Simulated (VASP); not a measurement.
# C in VASP: relaxation of the atoms with PBEsol

Aim: the relaxation of the atoms of C with PBEsol.

Everything below comes from runs of VASP 6.6.1. Logs are shortened: lines on timing, memory, paths and dates and some standing lists are left out, and cuts for length are marked.

## 1. The cell of the first run

The cell holds a slab with vacuum, 18 atoms: a = 7.398 Å, b = 7.398 Å, c = 12.000 Å, α = 90.00°, β = 90.00°, γ = 120.00°.

## 2. Relaxation of the atoms, PBEsol

File INCAR:

```
PREC = Accurate ; ENCUT = 520
EDIFF = 1E-7 ; ISMEAR = -1
SIGMA = 0.02 ; LREAL = Auto
LASPH = True ; NELM = 100
ALGO = Normal ; ISIF = 2
LWAVE = False ; LCHARG = False
GGA = PS ; IBRION = 2
NSW = 45 ; EDIFFG = -0.08
```

File KPOINTS:

```
Automatic mesh
0
Gamma
  2 2 1
```

File POSCAR:

```
C
1.0
    7.3980000000      0.0000000000      0.0000000000
   -3.6990000000      6.4068560000      0.0000000000
    0.0000000000      0.0000000000     12.0000000000
C
18
Direct
    0.0000000000      0.0000000000      0.0833333000
    0.2222222000      0.1111111000      0.0833333000
    0.0000000000      0.3333333000      0.0833333000
    0.2222222000      0.4444444000      0.0833333000
    0.0000000000      0.6666667000      0.0833333000
    0.2222222000      0.7777778000      0.0833333000
    0.3333333000      0.0000000000      0.0833333000
    0.5555556000      0.1111111000      0.0833333000
    0.3333333000      0.3333333000      0.0833333000
    0.5555556000      0.4444444000      0.0833333000
    0.3333333000      0.6666667000      0.0833333000
    0.5555556000      0.7777778000      0.0833333000
    0.6666667000      0.0000000000      0.0833333000
    0.8888889000      0.1111111000      0.0833333000
    0.6666667000      0.3333333000      0.0833333000
    0.8888889000      0.4444444000      0.0833333000
    0.6666667000      0.6666667000      0.0833333000
    0.8888889000      0.7777778000      0.0833333000
```

Potentials or basis: VASP PAW PBE potentials, release 64 (C).

Launch:

```bash
$ cat potpaw_PBE.64/C/POTCAR > POTCAR
$ mpirun -np 1 vasp_std > vasp.out
```

OUTCAR:

```text
PREC = Accurate
   ENCUT = 520
   EDIFF = 1E-7
   ISMEAR = -1
   LREAL = Auto
   LASPH = True
   NELM = 100
   ISIF = 2
   GGA = PS
   IBRION = 2
   NSW = 45
   EDIFFG = -0.08

 ion  position               nearest neighbor table
   1  0.000  0.000  0.083-   2 1.42  14 1.42  18 1.42
   2  0.222  0.111  0.083-   1 1.42   7 1.42   9 1.42
   3  0.000  0.333  0.083-   4 1.42  16 1.42  14 1.42
   4  0.222  0.444  0.083-   3 1.42   9 1.42  11 1.42
   5  0.000  0.667  0.083-   6 1.42  18 1.42  16 1.42
   6  0.222  0.778  0.083-   5 1.42  11 1.42   7 1.42
[... 10 lines left out ...]
  17  0.667  0.667  0.083-  18 1.42  12 1.42  10 1.42
  18  0.889  0.778  0.083-  17 1.42   5 1.42   1 1.42

  LATTYP: Found a hexagonal cell.
 ALAT       =     7.3980000000
 C/A-ratio  =     1.6220600162

  Lattice vectors:

 A1 = (   7.3980000000,   0.0000000000,   0.0000000000)
 A2 = (  -3.6990000000,   6.4068560000,   0.0000000000)
 A3 = (   0.0000000000,   0.0000000000,  12.0000000000)

Analysis of symmetry for initial positions (statically):
=====================================================================
 Subroutine PRICEL returns following result:

  LATTYP: Found a hexagonal cell.
 ALAT       =     2.4659997534
 C/A-ratio  =     4.8661805353

  Lattice vectors:

 A1 = (   2.4659997534,   0.0000000000,   0.0000000000)
 A2 = (  -1.2329998767,   2.1356184531,   0.0000000000)
 A3 = (   0.0000000000,   0.0000000000,  12.0000000000)

   9 primitive cells build up your supercell.

 Routine SETGRP: Setting up the symmetry group for a
 hexagonal supercell.

 Subroutine GETGRP returns: Found 24 space group operations
 (whereof  6 operations were pure point group operations)
 out of a pool of 24 trial point group operations.

The static configuration has the point symmetry C_3v.
 The point group associated with its full space group is D_6h.

Analysis of symmetry for dynamics (positions and initial velocities):
=====================================================================
 Subroutine PRICEL returns following result:

  LATTYP: Found a hexagonal cell.
 ALAT       =     2.4659997534
 C/A-ratio  =     4.8661805353

  Lattice vectors:

 A1 = (   2.4659997534,   0.0000000000,   0.0000000000)
 A2 = (  -1.2329998767,   2.1356184531,   0.0000000000)
 A3 = (   0.0000000000,   0.0000000000,  12.0000000000)

   9 primitive cells build up your supercell.

 Routine SETGRP: Setting up the symmetry group for a
 hexagonal supercell.

 Subroutine GETGRP returns: Found 24 space group operations
 (whereof  6 operations were pure point group operations)
 out of a pool of 24 trial point group operations.

The dynamic configuration has the point symmetry C_3v.
 The point group associated with its full space group is D_6h.

 Subroutine INISYM returns: Found 24 space group operations
 (whereof  6 operations are pure point group operations),
 and found     9 'primitive' translations

----------------------------------------------------------------------------------------

                                     Primitive cell

  volume of cell :      63.1972

  direct lattice vectors                    reciprocal lattice vectors
     2.465999753  0.000000000  0.000000000     0.405515045  0.234124218  0.000000000
    -1.232999877  2.135618453  0.000000000     0.000000000  0.468248436  0.000000000
     0.000000000  0.000000000 12.000000000     0.000000000  0.000000000  0.083333333

  length of vectors
     2.465999753  2.465999772 12.000000000     0.468248439  0.468248436  0.083333333

  position of ions in fractional coordinates (direct lattice)
     0.000000000  0.000000000  0.083333300
     0.666666967  0.333333333  0.083333300

  ion indices of the primitive-cell ions
   primitive index   ion index
                 1           1
                 2          14

----------------------------------------------------------------------------------------

 KPOINTS: Automatic mesh

Automatic generation of k-mesh.
 Grid dimensions read from file:
 generate k-points for:    2    2    1

 Generating k-lattice:

  Cartesian coordinates                     Fractional coordinates (reciprocal lattice)
     0.067585834  0.039020699  0.000000000     0.500000000  0.000000000  0.000000000
     0.000000000  0.078041398  0.000000000     0.000000000  0.500000000  0.000000000
     0.000000000  0.000000000  0.083333333     0.000000000  0.000000000  1.000000000

  Length of vectors
     0.078041399  0.078041398  0.083333333

  Shift w.r.t. Gamma in fractional coordinates (k-lattice)
     0.000000000  0.000000000  0.000000000

 Subroutine IBZKPT returns following result:
 ===========================================

 Found      2 irreducible k-points:

 Following reciprocal coordinates:
            Coordinates               Weight
  0.000000  0.000000  0.000000      1.000000
  0.500000  0.000000  0.000000      3.000000
   k-points           NKPTS =      2   k-points in BZ     NKDIM =      2   number of bands    NBANDS=     46
   number of dos      NEDOS =    301   number of ions     NIONS =     18
   total plane-waves  NPLWV = 282240
   dimension x,y,z NGX =    56 NGY =   56 NGZ =   90
   dimension x,y,z NGXF=   112 NGYF=  112 NGZF=  180
   ions per type =              18
   NGX,Y,Z   is equivalent  to a cutoff of  12.58, 12.58, 12.47 a.u.
   NGXF,Y,Z  is equivalent  to a cutoff of  25.17, 25.17, 24.94 a.u.
 SYSTEM =  unknown system
   PREC   = accura    normal or accurate (medium, high low for compatibility)
   ISTART =      0    job   : 0-new  1-cont  2-samecut
   ICHARG =      2    charge: 1-file 2-atom 10-const
   ISPIN  =      1    spin polarized calculation?
   LNONCOLLINEAR =      F non collinear calculations
   LSORBIT =      F    spin-orbit coupling
   LASPH  =      T    aspherical Exc in radial PAW
   ENCUT  =  520.0 eV  38.22 Ry    6.18 a.u.  13.76 13.76 22.31*2*pi/ulx,y,z
   NELM   =    100;   NELMIN=  2; NELMDL= -5     # of ELM steps
   EDIFF  = 0.1E-06   stopping-criterion for ELM
   LREAL  =      T    real-space projection
   EDIFFG = -.8E-01   stopping-criterion for IOM
   NSW    =     45    number of steps for IOM
   IBRION =      2    ionic relax: 0-MD 1-quasi-New 2-CG
   NFREE  =      1    steps in history (QN), initial steepest desc. (CG)
   ISIF   =      2    stress and relaxation
   ISYM   =      2    0-nonsym 1-usesym 2-fastsym
   POTIM  = 0.5000    time-step for ionic-motion
   TEBEG  =    0.0;   TEEND  =   0.0 temperature during run
   PSTRESS=    0.0 pullay stress
   NELECT =      72.0000    total number of electrons
   NUPDOWN=      -1.0000    fix difference up-down
   EMIN   =  10.00;   EMAX   =-10.00  energy-range for DOS
   EFERMI =   0.00;   METHOD = LEGACY
   ISMEAR =    -1;   SIGMA  =   0.02  broadening in eV -4-tet -1-fermi 0-gaus
   EFERMI_NEDOS =   21; number of points for ismear=-14 and -15
   IALGO  =     38    algorithm
   IMIX   =      4    mixing-type and parameters
     AMIX     =   0.40;   BMIX     =  1.00
     AMIX_MAG =   1.60;   BMIX_MAG =  1.00
  volume/ion in A,a.u.               =      31.60       213.24
  Fermi-wavevector in a.u.,A,eV,Ry     =   0.822001  1.553356  9.193253  0.675685
  Thomas-Fermi vector in A             =   1.933259
   LORBIT       =      0    0 simple, 1 ext, 2 COOP (PROOUT), +10 PAW based schemes
   GGA     = PS    functional components
   LHFCALC =     F    Hartree Fock is set to
   AEXX    =    0.0000 exact exchange contribution
   IVDW    =     0    specifies the selected vdW correction
   LEPSILON=     F    determine dielectric tensor
   LRPA    =     F    only Hartree local field effects (RPA)
 conjugate gradient relaxation of ions
 non-spin polarized calculation
  energy-cutoff  :      520.00
  volume of cell :      568.78
 maximum number of plane-waves:     15363
 NGX is ok and might be reduce to    56
   NGX = 27   NGY = 27   NGZ = 45

 number of electron      72.0000001 magnetization

 Free energy of the ion-electron system (eV)
  ---------------------------------------------------
  ext. energy  EPLUGINS =         0.00000000
  ---------------------------------------------------
  free energy    TOTEN  =      -173.07251804 eV

  energy without entropy =     -173.04479216  energy(sigma->0) =     -173.05865510

 E-fermi :  -1.8168     XC(G=0):  -3.5618

 val. band max:       -1.8168429064   @ k =   0.0000   0.0000   0.0000
 cond. band min:      -1.8168404157   @ k =   0.0000   0.0000   0.0000
 fundamental gap:      0.0000024907
 Fermi energy:        -1.8168416553

 k-point     1 :       0.0000    0.0000    0.0000
  band No.  band energies     occupation
      1     -21.3011      2.00000
      2     -18.7139      2.00000
      3     -18.7139      2.00000
      4     -18.7139      2.00000
      5     -18.7138      2.00000
      6     -18.7138      2.00000
[... 38 lines left out ...]
     45       3.0893      0.00000
     46       3.0893      0.00000

 k-point     2 :       0.5000    0.0000    0.0000
  band No.  band energies     occupation
      1     -20.6463      2.00000
      2     -20.6463      2.00000
      3     -19.3526      2.00000
      4     -19.3526      2.00000
      5     -16.8616      2.00000
      6     -16.8616      2.00000
[... 38 lines left out ...]
     45       3.5940      0.00000
     46       4.3414      0.00000

------------------------ aborting loop because EDIFF is reached ----------------------------------------

  FORCE on cell =-STRESS in cart. coord.  units (eV):
  Direction    XX          YY          ZZ          XY          YZ          ZX
  --------------------------------------------------------------------------------------
  -------------------------------------------------------------------------------------
  Total       -2.0515226     -2.0515226     -0.0831882      0.0000000     -0.0000000      0.0000000
  in kB       -5.7789156     -5.7789157     -0.2343322      0.0000000     -0.0000000      0.0000000
  external PRESSURE =      -3.9307212 kB  Pullay stress =       0.0000000 kB

 VOLUME and BASIS-vectors are now :
 -----------------------------------------------------------------------------
  energy-cutoff  :      520.00
  volume of cell :      568.78
      direct lattice vectors                 reciprocal lattice vectors
     7.398000000  0.000000000  0.000000000     0.135171668  0.078041398  0.000000000
    -3.699000000  6.406856000  0.000000000     0.000000000  0.156082796  0.000000000
     0.000000000  0.000000000 12.000000000     0.000000000  0.000000000  0.083333333

 POSITION                                       TOTAL-FORCE (eV/Angst)
 -----------------------------------------------------------------------------------
      0.00000      0.00000      1.00000         0.000000      0.000000      0.000000
      1.23300      0.71187      1.00000        -0.000000      0.000000     -0.000000
     -1.23300      2.13562      1.00000         0.000000     -0.000000      0.000000
     -0.00000      2.84749      1.00000        -0.000000     -0.000000      0.000000
     -2.46600      4.27124      1.00000         0.000000      0.000000      0.000000
     -1.23300      4.98311      1.00000        -0.000000      0.000000     -0.000000
[... 10 lines left out ...]
      2.46600      4.27124      1.00000        -0.000000     -0.000000      0.000000
      3.69900      4.98311      1.00000        -0.000000      0.000000      0.000000
 -----------------------------------------------------------------------------------
    total drift:                               -0.000208      0.000120      0.000000

  FREE ENERGIE OF THE ION-ELECTRON SYSTEM (eV)
  ---------------------------------------------------
  free  energy   TOTEN  =      -173.0725180447 eV

  energy  without entropy=     -173.0447921575  energy(sigma->0) =     -173.05865510

 reached required accuracy - stopping structural energy minimisation
```

Run time: 2.5 min. Hardware: 1 thread of Oxide Virtual Turin-like, shared host; peak memory 0.48 GiB.

What came out:

```yaml
Free_energy: -173.0725 eV
Band_gap_on_the_k_mesh: zero (filled and empty bands touch)
```

Final structure:
```cif
data_structure
_symmetry_space_group_name_H-M 'P 1'
_symmetry_Int_Tables_number 1
_cell_length_a 7.3980
_cell_length_b 7.3980
_cell_length_c 12.0000
_cell_angle_alpha 90.000
_cell_angle_beta 90.000
_cell_angle_gamma 120.000
_cell_volume 568.78
loop_
_atom_site_label
_atom_site_type_symbol
_atom_site_fract_x
_atom_site_fract_y
_atom_site_fract_z
_atom_site_occupancy
C1 C 0.00000 0.00000 0.08333 1
C2 C 0.22222 0.11111 0.08333 1
C3 C 0.00000 0.33333 0.08333 1
C4 C 0.22222 0.44444 0.08333 1
C5 C 0.00000 0.66667 0.08333 1
C6 C 0.22222 0.77778 0.08333 1
C7 C 0.33333 0.00000 0.08333 1
C8 C 0.55556 0.11111 0.08333 1
C9 C 0.33333 0.33333 0.08333 1
C10 C 0.55556 0.44444 0.08333 1
C11 C 0.33333 0.66667 0.08333 1
C12 C 0.55556 0.77778 0.08333 1
C13 C 0.66667 0.00000 0.08333 1
C14 C 0.88889 0.11111 0.08333 1
C15 C 0.66667 0.33333 0.08333 1
C16 C 0.88889 0.44444 0.08333 1
C17 C 0.66667 0.66667 0.08333 1
C18 C 0.88889 0.77778 0.08333 1
```

Caveat: the k points lie up to 0.49 Å⁻¹ apart; the relaxation stopped at its first step, so nothing moved; the PAW data sets were made with another functional, which shifts forces and pressure a little.
